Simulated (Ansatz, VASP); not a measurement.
As2F: VASP beside Ansatz

```xyz
6
Lattice="0.0000 3.7484 3.7484 3.7484 0.0000 3.7484 3.7484 3.7484 0.0000" Properties=species:S:1:pos:R:3 pbc="T T T"
As    4.6855    4.6855    4.6855
As    4.6855    2.8113    2.8113
As    2.8113    2.8113    4.6855
As    2.8113    4.6855    2.8113
F     0.0000    0.0000    0.0000
F     1.8742    1.8742    1.8742
```

Alike in both runs: task relaxation of cell and atoms; functional PBE; k mesh 10 × 10 × 10; occupations gaussian, width 0.1 eV; no spin polarisation.

|  | VASP | Ansatz |
| --- | --- | --- |
| version | VASP 6.6.1 | Ansatz 0.2.0 |
| potentials or method | VASP PAW PBE potentials, release 64 (As, F), cutoff 600 eV | scalar-relativistic, plane waves, PAW |
| valence electrons in the cell | 34 | 74 |

Ansatz gave:

```
gap on the k mesh at the Fermi level, each at its own relaxed structure (eV)  : none
relaxed volume (Å³/atom)                                                      : 17.41
relaxed length of the cell vector where the two differ most in proportion (Å) : 5.286
```

**Question.** What did VASP give for the same quantities?

**Answer.** gap on the k mesh at the Fermi level, each at its own relaxed structure (eV): none; relaxed volume (Å³/atom): 17.38; relaxed length of the cell vector where the two differ most in proportion (Å): 5.284.

A gap of «none» marks a metal or a gap that the smearing closes. VASP's potentials hold 34 valence electrons a cell and Ansatz's 74, so a difference there can come from the potentials and not from the codes.
